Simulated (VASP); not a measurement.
A run of VASP 6.6.1 is set up as follows.

The input INCAR:

```
PREC = Accurate ; ENCUT = 520
EDIFF = 1E-6 ; ISMEAR = 0
SIGMA = 0.01 ; LREAL = F
LASPH = T ; NELM = 60
ALGO = Normal ; ISIF = 2
LWAVE = F ; LCHARG = T
GGA = PE ; LELF = T
LVHAR = T ; NBANDS = 16
```

The input KPOINTS:

```
regular mesh
0
Gamma
  10 10 10
```

POSCAR

```
ZnS
1.0
    0.0000000000      2.7211543805      2.7211543805
    2.7211543805      0.0000000000      2.7211543805
    2.7211543805      2.7211543805      0.0000000000
Zn S
1 1
Direct
    0.0000000000      0.0000000000      0.0000000000
    0.7500000000      0.7500000000      0.7500000000
```

Potentials or basis: VASP PAW PBE potentials, release 64 (Zn, S).

The run is started by

```bash
$ cat potpaw_PBE.64/Zn/POTCAR potpaw_PBE.64/S/POTCAR > POTCAR
$ mpirun -np 1 vasp_std > vasp.out
```

(1) What does it give for the pressure?

(2) Predict the band gap on the k mesh.

Results:

(1) 0.2 GPa.

(2) 2.02 eV.
